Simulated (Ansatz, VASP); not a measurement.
# Cl: VASP beside Ansatz

```xyz
24
Lattice="9.9666 0.0000 0.0000 0.0000 9.9666 0.0000 0.0000 0.0000 9.9666" Properties=species:S:1:pos:R:3 pbc="T T T"
Cl    1.3493    8.2908    5.5357
Cl    3.1104    7.6128    6.2196
Cl    2.0057    0.7086    1.1557
Cl    0.3039    1.6955    1.5016
Cl    8.6697    6.7722   10.4640
Cl    9.7184    8.0908    9.3960
Cl    8.6201   -0.3869    4.6586
Cl    8.9923    1.5671    4.9629
Cl    2.5072    1.1251    8.1790
Cl    3.1127    1.4806    6.2940
Cl    4.6767    8.8259    2.8640
Cl    4.9037    9.1054    0.8972
Cl    7.5968    5.6568    6.2997
Cl    5.9418    6.6182    5.6609
Cl    0.0912    4.7353    4.5132
Cl    2.0071    4.3480    4.0856
Cl    5.5595    4.3631    0.9500
Cl    6.0210    4.5914   -0.9790
Cl    6.0346   -0.3365    7.9093
Cl    6.1936    1.6294    8.3075
Cl    4.9426    1.7705    3.5907
Cl    5.0888    3.7380    3.9384
Cl    1.9602    4.8124    9.3339
Cl    0.9966    4.7710    7.5890
```

Alike in both runs: functional r2SCAN; k mesh 1 × 1 × 1; occupations fermi-dirac, width 0.05 eV; no spin polarisation.

Ansatz relaxed the structure, and its values are those at the end. VASP's run is a single point on that final structure, the one shown.

|  | VASP | Ansatz |
| --- | --- | --- |
| version | VASP 6.6.1 | Ansatz 0.2.0 |
| potentials or method | VASP PAW PBE potentials, release 64 (Cl), cutoff 520 eV | scalar-relativistic, plane waves, PAW |
| valence electrons in the cell | 168 | 168 |

|  | VASP | Ansatz | Ansatz less VASP |
| --- | --- | --- | --- |
| rms of the force components (eV/Å) | 0.147 | 0.080 | -0.0673 |

VASP's potentials were made for PBE, not for r2SCAN.
